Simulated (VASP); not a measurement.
Runs of VASP 6.6.1 on Rh. Symmetry: Fm-3m, No. 225, cubic system. Conventional cell: a = 3.802 Å, b = 3.802 Å, c = 3.802 Å, α = 90.00°, β = 90.00°, γ = 90.00°. Within 3.5 Å of Rh (site symmetry m-3m) lie 12 Rh at 2.69 Å. 

```csv
k mesh,smearing,gap on the mesh (eV),pressure (GPa)
14 × 14 × 14,fermi-dirac 0.1 eV,none,0.1
14 × 14 × 14,methfessel-paxton 0.3 eV,none,(a)
15 × 15 × 15,fermi-dirac 0.1 eV,none,0.0
14 × 14 × 14,methfessel-paxton 1 eV,none,0.6
```

Alike in all rows: task single point; level r2SCAN; potentials or basis VASP PAW PBE potentials, release 64 (Rh_sv_GW); no spin polarisation; cell as given; cutoff (eV) 680.

Fill in the values left out.

(a) -0.4.

Caveats: the PAW data sets were made with another functional, which shifts forces and pressure a little; so wide a smearing shifts energies and pressures (at least some runs).

A k mesh can miss the band edges, and the runs leave out spin-orbit coupling on Rh.

A gap of «none» marks levels without a gap at the run's occupations.
